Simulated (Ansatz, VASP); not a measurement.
**TaN: VASP beside Ansatz**

```
Ta N
1.0
     5.19600    0.00000    0.00000
    -2.59800    4.49987    0.00000
     0.00000    0.00000    2.91100
Ta N
3 3
Direct
  0.00000 0.00000 0.00000
  0.66667 0.33333 0.50000
  0.33333 0.66667 0.50000
  0.00000 0.39285 0.00000
  0.60715 0.60715 0.00000
  0.39285 0.00000 0.00000
```

Alike in both runs: functional PBEsol; k mesh 6 × 6 × 8; occupations fermi-dirac, width 0.05 eV; no spin polarisation.

|  | VASP | Ansatz |
| --- | --- | --- |
| version | VASP 6.6.1 | Ansatz 0.2.0 |
| potentials or method | VASP PAW PBE potentials, release 64 (Ta_pv, N) | Ansatz PAW |
| plane-wave cutoff (eV) | 520 | 420 |
| valence electrons in the cell | 48 | 54 |
| task | single point | density of states |

|  | VASP | Ansatz | Ansatz less VASP |
| --- | --- | --- | --- |
| gap on the k mesh at the Fermi level (eV) | none | none | - |
| pressure (GPa) | -3.0 | -3.8 | -0.82 |
| traceless stress, the component that is largest in VASP (GPa) | -1.57 | -1.50 | +0.066 |
| rms of the force components (eV/Å) | 0.005 | 0.001 | -0.0039 |

VASP's potentials were made for PBE, not for PBEsol. Atom by atom the forces differ by 0.004 eV/Å (rms over components). A gap of «none» marks a metal or a gap that the smearing closes. VASP's potentials hold 48 valence electrons a cell and Ansatz's 54, so a difference there can come from the potentials and not from the codes.

Spin-orbit coupling is off throughout.
